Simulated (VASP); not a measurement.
Here is a VASP 6.6.1 calculation.

The input INCAR:

```
ALGO = Normal ; EDIFF = 1E-6
ENCUT = 520 ; GGA = PE
ISIF = 2 ; ISMEAR = -1
LASPH = True ; LCHARG = False
LREAL = False ; LWAVE = False
NBANDS = 12 ; NELM = 60
PREC = Accurate ; SIGMA = 0.05
```

KPOINTS

```
k-points
0
Gamma
  8 8 5
```

File POSCAR:

```
Mg
1.0
    2.6220699480      0.0000000000      0.0000000000
   -1.3110349740      2.2707791855      0.0000000000
    0.0000000000      0.0000000000      8.5024125688
Mg
4
Direct
    0.0000000000      0.0000000000      0.0000000000
    0.0000000000      0.0000000000      0.5000000000
    0.3333333333      0.6666666667      0.2500000000
    0.6666666667      0.3333333333      0.7500000000
```

Potentials or basis: VASP PAW PBE potentials, release 64 (Mg).

Run with:

```sh
$ cat potpaw_PBE.64/Mg/POTCAR > POTCAR
$ mpirun -np 1 vasp_std > vasp.out
```

Question: Estimate the band gap on the k mesh.

Answer: Zero (bands 4 and 5 overlap by 2.50 eV).

Question: Estimate the pressure.

Answer: 68.9 GPa.

Stress tensor (GPa, compression positive):
```
68.61  0.00  0.00
 0.00 68.61  0.00
 0.00  0.00 69.48
```

Caveat: the cell stands under pressure.
